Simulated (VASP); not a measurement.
# Os: relaxation of cell and atoms with b88 exchange, pbe correlation

Os:

```
CELL_PARAMETERS angstrom
2.55815 0.00000 0.00000
0.00000 2.55815 0.00000
0.00000 0.00000 2.55815
ATOMIC_POSITIONS crystal
Os 0.00000 0.00000 0.00000
```

This isn't the form of Os at room conditions, which is hcp.

```yaml
Program: VASP 6.6.1
Task: relaxation of cell and atoms
Functional: b88 exchange, pbe correlation
Potentials_or_basis: VASP PAW PBE potentials, release 64 (Os)
Cutoff: 600 eV
k_mesh: 10 × 10 × 10
Occupations: fermi-dirac, width 0.1 eV
Spin: no spin polarisation
Dipole_correction: no
Further_INCAR_settings: ALGO = Normal; EDIFF = 1e-07; IBRION = 2; EDIFFG = -0.02; NSW = 80; ISIF = 3
```

```json
{"Relaxed volume": "16.73 Å³/atom", "Relaxed cell": "a = 2.558 Å, b = 2.558 Å, c = 2.558 Å, α = 90.00°, β = 90.00°, γ = 90.00°", "Space group after relaxing (to 0.1 Å)": "Pm-3m (No. 221)", "Energy gained by relaxing": "0.0 meV/atom", "Ionic steps": "3", "Pressure after relaxing": "0.0 GPa", "Band gap on the k mesh": "zero (bands 4 and 5 overlap by 5.83 eV)"}
```

Final structure:
```
Os
1.0
     2.55751    0.00000    0.00000
     0.00000    2.55751    0.00000
     0.00000    0.00000    2.55751
Os
1
Direct
  0.00000 0.00000 0.00000
```

Levels at points of the mesh, in eV from the Fermi level:
```
           k point  band 1  band 2  band 3  band 4  band 5  band 6  band 7  band 8
(0.00, 0.00, 0.00)   -9.42   -5.93   -5.93    2.25    2.25    2.25   15.50   15.50
(0.50, 0.00, 0.00)   -6.23   -5.10   -1.11   -0.97   -0.97    2.58    7.06   15.73
(0.50, 0.50, 0.00)   -6.62   -4.52   -0.35   -0.35    4.51    4.51    4.63   12.59
(0.50, 0.50, 0.50)   -5.20   -5.20   -5.20    4.86    4.86    8.56   11.15   11.15
```

It took 7.8 s on 1 thread of AMD EPYC 9R45 96-Core Processor (Zen 5) (shared host), peak memory 0.1 GiB.

Caveat: the PAW data sets were made with another functional, which shifts forces and pressure a little; spin-orbit coupling is left out, which moves the levels of the heavy elements.
